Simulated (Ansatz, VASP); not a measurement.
Two plane-wave programs on Au

```
Au
1.0
    -1.62174    1.62174    1.62174
     1.62174   -1.62174    1.62174
     1.62174    1.62174   -1.62174
Au
1
Cartesian
  0.0000 0.0000 0.0000
```

Alike in both runs: functional PBEsol; k mesh 20 × 20 × 20; occupations fermi-dirac, width 0.15 eV; no spin polarisation.

Ansatz relaxed the structure, and its values are those at the end. VASP's run is a single point on that final structure, the one shown.

|  | VASP | Ansatz |
| --- | --- | --- |
| version | VASP 6.6.1 | Ansatz 0.2.0 |
| potentials or method | VASP PAW PBE potentials, release 64 (Au), cutoff 520 eV | scalar-relativistic, plane waves, PAW |
| valence electrons in the cell | 11 | 19 |

|  | VASP | Ansatz | Ansatz less VASP |
| --- | --- | --- | --- |
| gap on the k mesh at the Fermi level (eV) | none | none | - |
| pressure (GPa) | -0.3 | 0.0 | +0.29 |

VASP's potentials were made for PBE, not for PBEsol. A gap of «none» marks a metal or a gap that the smearing closes. The functional is the same, so the differences come from potentials, cutoffs and numerics. VASP's potentials hold 11 valence electrons a cell and Ansatz's 19, so a difference there can come from the potentials and not from the codes.

Neither program's run includes spin-orbit coupling.
